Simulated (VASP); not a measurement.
Runs of VASP 6.6.1 on GaSb. The structure is that of space group F-43m (No. 216), or close to it. The cells are those of the table. 

| cell | gap on the mesh (eV) | pressure (GPa) |
| --- | --- | --- |
| a = 4.272, b = 4.272, c = 4.218 Å, angles 60.4, 60.4, 59.2°, 2 atoms | (c) | (a) |
| a = 4.380, b = 4.380, c = 4.434 Å, angles 59.6, 59.6, 60.8°, 2 atoms | 0.13 | 0.2 |
| a = 4.219, b = 4.219, c = 4.110 Å, angles 60.9, 60.9, 58.3°, 2 atoms | 0.44 | 9.6 |
| a = 4.326 Å, angles 60.0°, 2 atoms | 0.03 | (b) |

Alike in all rows: task single point; level PBE; potentials or basis VASP PAW PBE potentials, release 64 (Ga_d, Sb); no spin polarisation; k mesh 5 × 5 × 5; cutoff (eV) 500; smearing gaussian 0.02 eV.

Question: Estimate the missing entries.

Answer: (a) 5.6; (b) 2.4; (c) 0.34.

Caveats: spin-orbit coupling is left out, which moves the levels of the heavy elements.

A k mesh can miss the band edges, and the runs leave out spin-orbit coupling on Ga, Sb.
